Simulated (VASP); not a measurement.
## LiHf8O16 (a cell with a defect): single point with PBE

LiHf8O16 (a cell with a defect):

```
Hf O Li
1.0
     0.00000    5.06970    5.10173
     5.29432    0.00000    5.10173
     5.29432    5.06970    0.00000
Hf O Li
8 16 1
Cartesian
  0.1677 1.3311 1.2612
  5.5929 6.4821 6.3594
  7.6608 6.5388 3.9700
  7.7874 6.4356 8.9694
  2.8310 3.6833 1.3195
  2.8397 3.5814 6.3993
  5.1319 3.7197 3.8564
  10.3915 8.8151 8.9159
  1.9243 0.3287 1.7437
  7.3371 5.5190 6.8485
  5.9498 5.5148 4.4402
  5.9508 5.5055 9.4698
  3.9423 2.2810 2.5740
  9.2448 7.3474 7.6612
  3.9924 2.3121 5.1056
  4.0088 7.4267 5.1147
  6.6815 2.7810 5.1148
  6.6266 7.8993 5.1377
  1.2969 2.7335 2.5760
  6.5899 7.8226 7.6659
  4.6316 4.6402 1.8622
  4.6993 4.6204 6.8415
  8.6267 4.7468 4.1621
  3.3082 4.6364 4.3431
  3.5111 5.7599 7.2305
```

```yaml
Program: VASP 6.6.1
Task: single point
Functional: PBE
Potentials_or_basis: VASP PAW PBE potentials, release 64 (Hf_pv, O, Li_sv)
Cutoff: 520 eV
k_mesh: 2 × 2 × 2, shifted
Occupations: fermi-dirac, width 0.01 eV
Spin: no spin polarisation
```

The largest force is 0.439 eV/Å.

Forces in eV/Å, atoms in the order of the input:
```
Hf   0.150 -0.074 -0.270
Hf   0.251 -0.053 -0.273
Hf   0.060 -0.061 -0.255
Hf  -0.075 -0.061 -0.362
Hf  -0.039  0.006 -0.318
Hf  -0.150  0.043 -0.408
Hf  -0.153  0.099 -0.400
Hf  -0.098  0.051 -0.387
O   -0.064 -0.013  0.254
O   -0.006 -0.049  0.272
O    0.095 -0.020  0.035
O    0.100 -0.039  0.061
O   -0.133  0.185  0.139
O   -0.058  0.106  0.113
O    0.056 -0.078  0.224
O    0.053  0.006  0.220
O   -0.022 -0.003  0.113
O    0.016  0.034  0.186
O    0.093  0.007  0.072
O    0.104 -0.096  0.192
O   -0.112  0.011  0.015
O   -0.012  0.019  0.098
O   -0.095 -0.027  0.336
O    0.063  0.043  0.307
Li  -0.026 -0.040  0.037
```

Levels at points of the mesh, in eV from the Fermi level:
| k point | band 86 | band 87 | band 88 | band 89 | band 90 | band 91 | band 92 | band 93 |
| --- | --- | --- | --- | --- | --- | --- | --- | --- |
| (0.25, 0.25, 0.25) | -0.78 | -0.71 | -0.48 | -0.36 | 4.23 | 4.46 | 4.59 | 4.66 |

It took 13 min on 1 thread of Intel(R) Xeon(R) Platinum 8488C (Sapphire Rapids), with other jobs on the host, peak memory 0.59 GiB.

Caveat: the cell carries a net charge on a neutralising background, which shifts energy and pressure; the cell is charged against a uniform background, so pressure and absolute levels hang on convention; spin-orbit coupling is left out, which moves the levels of the heavy elements.
